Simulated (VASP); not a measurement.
Write the native input for VASP 6.6.1 that does the following.

```
Task                   : single point
Functional             : PBE
Potentials or basis    : VASP PAW PBE potentials, release 64 (Mg, Ge_d, N)
Cutoff                 : 520 eV
k mesh                 : 12 × 12 × 2
Occupations            : gaussian, width 0.1 eV
Spin                   : no spin polarisation
Dipole correction      : no
Further INCAR settings : ALGO = Normal; EDIFF = 1e-06; NBANDS = 38
```

The structure of Mg4Ge3N lies in POSCAR:

```
Mg4Ge3N
1.0
    3.1596194633      0.0000000000      0.0000000000
   -1.5798097317      2.7363107215      0.0000000000
    0.0000000000      0.0000000000     15.9659884419
Mg Ge N
4 3 1
Direct
    0.0000000000      0.0000000000      0.0758086471
    0.0000000000      0.0000000000      0.6390347859
    0.0000000000      0.0000000000      0.3609652141
    0.0000000000      0.0000000000      0.9241913529
    0.6666666667      0.3333333333      0.5000000000
    0.3333333333      0.6666666667      0.2243022583
    0.3333333333      0.6666666667      0.7756977417
    0.6666666667      0.3333333333      0.0000000000
```

The cell was generated, and may not be a known phase.

One way to write it, as run:

INCAR

```
PREC = Accurate
ENCUT = 520
EDIFF = 1E-6
ISMEAR = 0
SIGMA = 0.1
LREAL = False
LASPH = True
NELM = 60
ALGO = Normal
ISIF = 2
LWAVE = False
LCHARG = False
GGA = PE
NBANDS = 38
```

KPOINTS

```
regular mesh
0
Gamma
  12 12 2
```

Potentials or basis: VASP PAW PBE potentials, release 64 (Mg, Ge_d, N).

Command:

```console
$ cat potpaw_PBE.64/Mg/POTCAR potpaw_PBE.64/Ge_d/POTCAR potpaw_PBE.64/N/POTCAR > POTCAR
$ mpirun -np 1 vasp_std > vasp.out
```

It gave:

The pressure is -0.2 GPa. The largest force is 0.014 eV/Å and the band gap on the k mesh is zero (an odd number of electrons rules out a gap without spin polarisation).

Wall time 8.3 min on 1 thread of Oxide Virtual Turin-like Processor, on a shared host, peak memory 0.32 GiB.
